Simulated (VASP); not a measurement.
# V (P6_3/mmc) in VASP: a series of runs, part 2 of 2

VASP 6.6.1. Earlier steps stand in the parts before.

### 5 Single point, revPBE (15.25 Å³/atom)

This run uses another cell than the first one, of 15.25 Å³/atom.

INCAR reads:

```
  PREC = Accurate
  ENCUT = 520
  EDIFF = 1E-6
  ISMEAR = -1
  SIGMA = 0.1
  LREAL = False
  LASPH = True
  NELM = 100
  ALGO = Normal
  ISIF = 2
  LWAVE = False
  LCHARG = False
  GGA = RE
  NBANDS = 34
```

KPOINTS reads:

```
regular mesh
0
Gamma
  15 15 4
```

POSCAR reads:

```
V
1.0
    2.7189242825      0.0000000000      0.0000000000
   -1.3594621412      2.3546574996      0.0000000000
    0.0000000000      0.0000000000      9.5256671388
V
4
Direct
    1.0000000000      1.0000000000      0.0000000000
    1.0000000000      1.0000000000      0.5000000000
    0.3333333333      0.6666666667      0.2500000000
    0.6666666667      0.3333333333      0.7500000000
```

Potentials or basis: VASP PAW PBE potentials, release 64 (V_sv).

On the command line:

```sh
$ cat potpaw_PBE.64/V_sv/POTCAR > POTCAR
$ mpirun -np 1 vasp_std > vasp.out
```

OUTCAR:

```text
PREC = Accurate
   ENCUT = 520
   EDIFF = 1E-6
   ISMEAR = -1
   LREAL = False
   LASPH = True
   NELM = 100
   ISIF = 2
   GGA = RE

 ion  position               nearest neighbor table
   1  0.000  0.000  0.000-   3 2.85   4 2.85   3 2.85   4 2.85   4 2.85   3 2.85
   2  0.000  0.000  0.500-   3 2.85   4 2.85   3 2.85   4 2.85   4 2.85   3 2.85
   3  0.333  0.667  0.250-   1 2.85   2 2.85   1 2.85   2 2.85   1 2.85   2 2.85
   4  0.667  0.333  0.750-   1 2.85   2 2.85   1 2.85   2 2.85   1 2.85   2 2.85

  LATTYP: Found a hexagonal cell.
 ALAT       =     2.7189242825
 C/A-ratio  =     3.5034690742

  Lattice vectors:

 A1 = (   2.7189242825,   0.0000000000,   0.0000000000)
 A2 = (  -1.3594621412,   2.3546574996,   0.0000000000)
 A3 = (   0.0000000000,   0.0000000000,   9.5256671388)

Analysis of symmetry for initial positions (statically):
=====================================================================
 Subroutine PRICEL returns:
 Original cell was already a primitive cell.

 Routine SETGRP: Setting up the symmetry group for a
 hexagonal supercell.

 Subroutine GETGRP returns: Found 24 space group operations
 (whereof 12 operations were pure point group operations)
 out of a pool of 24 trial point group operations.

The static configuration has the point symmetry D_3d.
 The point group associated with its full space group is D_6h.

Analysis of symmetry for dynamics (positions and initial velocities):
=====================================================================
 Subroutine PRICEL returns:
 Original cell was already a primitive cell.

 Routine SETGRP: Setting up the symmetry group for a
 hexagonal supercell.

 Subroutine GETGRP returns: Found 24 space group operations
 (whereof 12 operations were pure point group operations)
 out of a pool of 24 trial point group operations.

The dynamic configuration has the point symmetry D_3d.
 The point group associated with its full space group is D_6h.

 Subroutine INISYM returns: Found 24 space group operations
 (whereof 12 operations are pure point group operations),
 and found     1 'primitive' translations

----------------------------------------------------------------------------------------

                                     Primitive cell

  volume of cell :      60.9846

  direct lattice vectors                    reciprocal lattice vectors
     2.718924283  0.000000000  0.000000000     0.367792515  0.212345108  0.000000000
    -1.359462141  2.354657500  0.000000000     0.000000000  0.424690215  0.000000000
     0.000000000  0.000000000  9.525667139     0.000000000  0.000000000  0.104979524

  length of vectors
     2.718924283  2.718924282  9.525667139     0.424690215  0.424690215  0.104979524

  position of ions in fractional coordinates (direct lattice)
     0.000000000  0.000000000  0.000000000
     0.000000000  0.000000000  0.500000000
     0.333333333  0.666666667  0.250000000
     0.666666667  0.333333333  0.750000000

  ion indices of the primitive-cell ions
   primitive index   ion index
                 1           1
                 2           2
                 3           3
                 4           4

----------------------------------------------------------------------------------------

 KPOINTS: regular mesh

Automatic generation of k-mesh.
 Grid dimensions read from file:
 generate k-points for:   15   15    4

 Generating k-lattice:

  Cartesian coordinates                     Fractional coordinates (reciprocal lattice)
     0.024519501  0.014156341  0.000000000     0.066666667  0.000000000  0.000000000
     0.000000000  0.028312681  0.000000000     0.000000000  0.066666667  0.000000000
     0.000000000  0.000000000  0.026244881     0.000000000  0.000000000  0.250000000

  Length of vectors
     0.028312681  0.028312681  0.026244881

  Shift w.r.t. Gamma in fractional coordinates (k-lattice)
     0.000000000  0.000000000  0.000000000

 Subroutine IBZKPT returns following result:
 ===========================================

 Found     81 irreducible k-points:

 Following reciprocal coordinates:
            Coordinates               Weight
  0.000000  0.000000  0.000000      1.000000
  0.066667 -0.000000  0.000000      6.000000
  0.133333  0.000000  0.000000      6.000000
  0.200000 -0.000000  0.000000      6.000000
  0.266667  0.000000  0.000000      6.000000
  0.333333 -0.000000  0.000000      6.000000
[... 16 lines left out ...]
  0.333333  0.200000  0.000000     12.000000
  0.400000  0.200000  0.000000      6.000000
 [... further k-points ...]
   k-points           NKPTS =     81   k-points in BZ     NKDIM =     81   number of bands    NBANDS=     34
   number of dos      NEDOS =    301   number of ions     NIONS =      4
   total plane-waves  NPLWV =  28800
   dimension x,y,z NGX =    20 NGY =   20 NGZ =   72
   dimension x,y,z NGXF=    40 NGYF=   40 NGZF=  144
   ions per type =               4
   NGX,Y,Z   is equivalent  to a cutoff of  12.23, 12.23, 12.57 a.u.
   NGXF,Y,Z  is equivalent  to a cutoff of  24.46, 24.46, 25.13 a.u.
 SYSTEM =  unknown system
   PREC   = accura    normal or accurate (medium, high low for compatibility)
   ISTART =      0    job   : 0-new  1-cont  2-samecut
   ICHARG =      2    charge: 1-file 2-atom 10-const
   ISPIN  =      1    spin polarized calculation?
   LNONCOLLINEAR =      F non collinear calculations
   LSORBIT =      F    spin-orbit coupling
   LASPH  =      T    aspherical Exc in radial PAW
   ENCUT  =  520.0 eV  38.22 Ry    6.18 a.u.   5.06  5.06 17.71*2*pi/ulx,y,z
   NELM   =    100;   NELMIN=  2; NELMDL= -5     # of ELM steps
   EDIFF  = 0.1E-05   stopping-criterion for ELM
   LREAL  =      F    real-space projection
   EDIFFG = 0.1E-04   stopping-criterion for IOM
   NSW    =      0    number of steps for IOM
   IBRION =     -1    ionic relax: 0-MD 1-quasi-New 2-CG
   NFREE  =      0    steps in history (QN), initial steepest desc. (CG)
   ISIF   =      2    stress and relaxation
   ISYM   =      2    0-nonsym 1-usesym 2-fastsym
   POTIM  = 0.5000    time-step for ionic-motion
   TEBEG  =    0.0;   TEEND  =   0.0 temperature during run
   PSTRESS=    0.0 pullay stress
   NELECT =      52.0000    total number of electrons
   NUPDOWN=      -1.0000    fix difference up-down
   EMIN   =  10.00;   EMAX   =-10.00  energy-range for DOS
   EFERMI =   0.00;   METHOD = LEGACY
   ISMEAR =    -1;   SIGMA  =   0.10  broadening in eV -4-tet -1-fermi 0-gaus
   EFERMI_NEDOS =   21; number of points for ismear=-14 and -15
   IALGO  =     38    algorithm
   IMIX   =      4    mixing-type and parameters
     AMIX     =   0.40;   BMIX     =  1.00
     AMIX_MAG =   1.60;   BMIX_MAG =  1.00
  volume/ion in A,a.u.               =      15.25       102.89
  Fermi-wavevector in a.u.,A,eV,Ry     =   1.552396  2.933603 32.789135  2.409933
  Thomas-Fermi vector in A             =   2.656777
   LORBIT       =      0    0 simple, 1 ext, 2 COOP (PROOUT), +10 PAW based schemes
   GGA     = RE    functional components
   LHFCALC =     F    Hartree Fock is set to
   AEXX    =    0.0000 exact exchange contribution
   IVDW    =     0    specifies the selected vdW correction
   LEPSILON=     F    determine dielectric tensor
   LRPA    =     F    only Hartree local field effects (RPA)
 non-spin polarized calculation
  energy-cutoff  :      520.00
  volume of cell :       60.98
 maximum number of plane-waves:      1668
   NGX = 11   NGY = 11   NGZ = 35

 number of electron      52.0000003 magnetization

 Free energy of the ion-electron system (eV)
  ---------------------------------------------------
  ext. energy  EPLUGINS =         0.00000000
  ---------------------------------------------------
  free energy    TOTEN  =       -33.48449237 eV

  energy without entropy =      -33.24223037  energy(sigma->0) =      -33.36336137

 E-fermi :   8.6190     XC(G=0): -12.1520

 val. band max:        8.6164316793   @ k =   0.2667   0.2000   0.5000
 cond. band min:       8.6219828170   @ k =   0.0667   0.0667   0.2500
 fundamental gap:      0.0055511377
 Fermi energy:         8.6190115096

 k-point     1 :       0.0000    0.0000    0.0000
  band No.  band energies     occupation
      1     -55.6257      2.00000
      2     -55.6001      2.00000
      3     -55.5602      2.00000
      4     -55.5342      2.00000
      5     -29.6007      2.00000
      6     -29.3609      2.00000
[... 877 lines left out ...]
     33      10.8579      0.00000
     34      11.0130      0.00000

 [... further k-points ...]

------------------------ aborting loop because EDIFF is reached ----------------------------------------

  FORCE on cell =-STRESS in cart. coord.  units (eV):
  Direction    XX          YY          ZZ          XY          YZ          ZX
  --------------------------------------------------------------------------------------
  -------------------------------------------------------------------------------------
  Total       -4.0754830     -4.0754830     -4.1284756     -0.0000000      0.0000000      0.0000000
  in kB     -107.0703969   -107.0703969   -108.4626089     -0.0000000      0.0000000      0.0000000
  external PRESSURE =    -107.5344676 kB  Pullay stress =       0.0000000 kB

 VOLUME and BASIS-vectors are now :
 -----------------------------------------------------------------------------
  energy-cutoff  :      520.00
  volume of cell :       60.98
      direct lattice vectors                 reciprocal lattice vectors
     2.718924283  0.000000000  0.000000000     0.367792515  0.212345108  0.000000000
    -1.359462141  2.354657500  0.000000000     0.000000000  0.424690215  0.000000000
     0.000000000  0.000000000  9.525667139     0.000000000  0.000000000  0.104979524

 POSITION                                       TOTAL-FORCE (eV/Angst)
 -----------------------------------------------------------------------------------
      0.00000      0.00000      0.00000         0.000000      0.000000     -0.000000
      0.00000      0.00000      4.76283         0.000000      0.000000     -0.000000
     -0.00000      1.56977      2.38142         0.000000      0.000000      0.000000
      1.35946      0.78489      7.14425        -0.000000     -0.000000     -0.000000
 -----------------------------------------------------------------------------------
    total drift:                                0.000000     -0.000000      0.000000

  FREE ENERGIE OF THE ION-ELECTRON SYSTEM (eV)
  ---------------------------------------------------
  free  energy   TOTEN  =       -33.4844923659 eV

  energy  without entropy=      -33.2422303685  energy(sigma->0) =      -33.36336137
```

OSZICAR:

```text
N       E                     dE             d eps       ncg     rms          rms(c)
DAV:   1     0.755706074447E+03    0.75571E+03   -0.30445E+04  5524   0.176E+03
DAV:   2    -0.428590492048E+01   -0.75999E+03   -0.74754E+03  5516   0.596E+02
DAV:   3    -0.385105344222E+02   -0.34225E+02   -0.32853E+02  7324   0.140E+02
DAV:   4    -0.392499059828E+02   -0.73937E+00   -0.73295E+00  6520   0.199E+01
DAV:   5    -0.392674394201E+02   -0.17533E-01   -0.17490E-01  7188   0.282E+00    0.302E+01
DAV:   6    -0.335545266834E+02    0.57129E+01   -0.32064E+01  5948   0.429E+01    0.276E+00
DAV:   7    -0.336021839930E+02   -0.47657E-01   -0.84192E-01  7192   0.760E+00    0.361E+00
DAV:   8    -0.335399900500E+02    0.62194E-01   -0.99687E-01  7338   0.632E+00    0.240E+00
DAV:   9    -0.334853770291E+02    0.54613E-01   -0.18295E-01  7484   0.339E+00    0.319E-01
DAV:  10    -0.334845204861E+02    0.85654E-03   -0.85041E-03  6440   0.822E-01    0.108E-01
DAV:  11    -0.334844993209E+02    0.21165E-04   -0.66157E-04  6704   0.194E-01    0.613E-02
DAV:  12    -0.334844976569E+02    0.16640E-05   -0.74760E-05  7290   0.818E-02    0.161E-02
DAV:  13    -0.334844932525E+02    0.44045E-05   -0.64588E-06  6390   0.272E-02    0.588E-03
DAV:  14    -0.334844922114E+02    0.10411E-05   -0.77892E-07  3382   0.700E-03    0.115E-03
DAV:  15    -0.334844923659E+02   -0.15447E-06   -0.14031E-07  3224   0.276E-03
   1 F= -.33484492E+02 E0= -.33363361E+02  d E =-.242262E+00
```

Run time: 89 s. Hardware: 1 thread of AMD EPYC 9R45 (Zen 5), shared host; peak memory 0.22 GiB.

What came out:

```
Free energy            : -33.4845 eV
Pressure               : -10.8 GPa
Band gap on the k mesh : zero (bands 26 and 27 overlap by 0.83 eV)
```

Stress tensor (GPa, compression positive):
```
-10.71   0.00   0.00
  0.00 -10.71   0.00
  0.00   0.00 -10.85
```

Caveat: the cell stands under tension; the PAW data sets were made with another functional, which shifts forces and pressure a little.

### 6 Overview

| cell | gap on the mesh (eV) | pressure (GPa) |
| --- | --- | --- |
| a = 2.614, b = 2.614, c = 9.159 Å, angles 90.0, 90.0, 120.0°, 4 atoms | none | 7.6 |
| a = 2.650, b = 2.650, c = 9.284 Å, angles 90.0, 90.0, 120.0°, 4 atoms | none | 0.3 |
| a = 2.685, b = 2.685, c = 9.407 Å, angles 90.0, 90.0, 120.0°, 4 atoms | none | -5.8 |
| a = 2.719, b = 2.719, c = 9.526 Å, angles 90.0, 90.0, 120.0°, 4 atoms | none | -10.8 |

Alike in all rows: task single point; level revPBE; potentials or basis VASP PAW PBE potentials, release 64 (V_sv); no spin polarisation; k mesh 15 × 15 × 4; cutoff (eV) 520; smearing fermi-dirac 0.1 eV.

Caveats: the PAW data sets were made with another functional, which shifts forces and pressure a little; the cell stands under tension (at least some runs); the cell stands under pressure (at least some runs).

Absolute energies hang on the potentials; compare differences alone.
